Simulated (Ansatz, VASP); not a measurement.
# One calculation of Al2Cu, two programs

The input INCAR:

```
SYSTEM = Al2Cu
PREC = Accurate
ENCUT = 520
EDIFF = 1E-6
ISMEAR = 0
SIGMA = 0.15
LREAL = .FALSE.
LASPH = .TRUE.
NELM = 60
ALGO = Fast
ISIF = 2
LWAVE = .FALSE.
LCHARG = .FALSE.
GGA = PS
NBANDS = 16
```

The input KPOINTS:

```
Automatic mesh
0
G
  14 14 14
  0 0 0
```

POSCAR

```
Al2Cu
1.0
   -2.0246107077      2.0246107077      2.8631594530
    2.0246107077     -2.0246107077      2.8631594530
    2.0246107077      2.0246107077     -2.8631594530
Al Cu
2 1
Direct
    0.7437133978      0.2437133978      0.4874267957
    0.2437133978      0.7437133978      0.4874267957
    0.5053385641      0.5053385641      0.0106771283
```

Input for Ansatz:

```yaml
crystal:
  lattice:
    - [-2.0246107077, 2.0246107077, 2.863159453]
    - [2.0246107077, -2.0246107077, 2.863159453]
    - [2.0246107077, 2.0246107077, -2.863159453]
  atoms:
    - { symbol: Al, position: [0.7437133978, 0.2437133978, 0.4874267957] }
    - { symbol: Al, position: [0.2437133978, 0.7437133978, 0.4874267957] }
    - { symbol: Cu, position: [0.5053385641, 0.5053385641, 0.0106771283] }
basis:
  ecutwfc: 520.0
kpoints:
  mp_grid: { grid: [14, 14, 14] }
hamiltonian:
  xc: pbesol
  pseudopotentials: { kind: paw, azcp: { folder: soft_1 } }
scf:
  occupations: { method: gaussian, width: 0.15 }
output:
  forces: true
  stress: true
  eigenvalues: true
```

Change from the starting cell: mode 4 frozen in at -0.036 Å, equal normal strain along x and y +0.0000.

Alike in both runs: task single point; functional PBEsol; k mesh 14 × 14 × 14; occupations gaussian, width 0.15 eV; no spin polarisation.

```csv
,VASP,Ansatz
version,VASP 6.6.1,Ansatz 0.2.0
potentials or method,"VASP PAW PBE potentials, release 64 (Al, Cu), cutoff 520 eV","scalar-relativistic, plane waves, PAW"
valence electrons in the cell,17,25
```

Ansatz gave:

- gap on the k mesh at the Fermi level (eV): none
- pressure (GPa): 0.2
- traceless stress, the component that is largest in VASP (GPa): -0.09
- rms of the force components (eV/Å): 0.205

Estimate VASP's values.

gap on the k mesh at the Fermi level (eV): none; pressure (GPa): 0.5; traceless stress, the component that is largest in VASP (GPa): -0.09; rms of the force components (eV/Å): 0.206.

VASP's potentials were made for PBE, not for PBEsol, and Ansatz warns of the same on its side. Atom by atom the forces differ by 0.001 eV/Å (rms over components). A gap of «none» marks a metal or a gap that the smearing closes. The functional is the same, so the differences come from potentials, cutoffs and numerics. VASP's potentials hold 17 valence electrons a cell and Ansatz's 25, so a difference there can come from the potentials and not from the codes. Ansatz's warnings: near symmetry operations not taken.
